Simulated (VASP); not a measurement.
A run of VASP 6.6.1 is set up as follows.

Contents of INCAR:

```
  PREC = Accurate
  ENCUT = 520
  EDIFF = 1E-7
  ISMEAR = 0
  SIGMA = 0.05
  LREAL = F
  LASPH = T
  NELM = 80
  ALGO = Normal
  ISIF = 2
  LWAVE = F
  LCHARG = F
  GGA = PE
  IVDW = 12
  NBANDS = 17
```

The input KPOINTS:

```
regular mesh
0
Gamma
  10 10 10
```

File POSCAR:

```
PbS
1.0
    3.6339465919      0.0000000000      0.0000000000
    0.0000000000      3.6339465919      0.0000000000
    0.0000000000      0.0000000000      3.6339465919
Pb S
1 1
Direct
    0.0000000000      0.0000000000      0.0000000000
    0.5000000000      0.5000000000      0.5000000000
```

Potentials or basis: VASP PAW PBE potentials, release 64 (Pb_d, S).

Command:

```bash
$ cat potpaw_PBE.64/Pb_d/POTCAR potpaw_PBE.64/S/POTCAR > POTCAR
$ mpirun -np 1 vasp_std > vasp.out
```

(1) Predict the band gap on the k mesh.

(2) Estimate the pressure.

(3) Estimate the dispersion energy per atom.

## Answers

(1) zero (band 10 reaches 6.26 eV, above the bottom of band 11 at 5.79 eV).

(2) -1.6 GPa.

(3) -0.380 eV.

Caveat: spin-orbit coupling is left out, which moves the levels of the heavy elements; pairwise dispersion overbinds metals, which lowers pressure and volume.
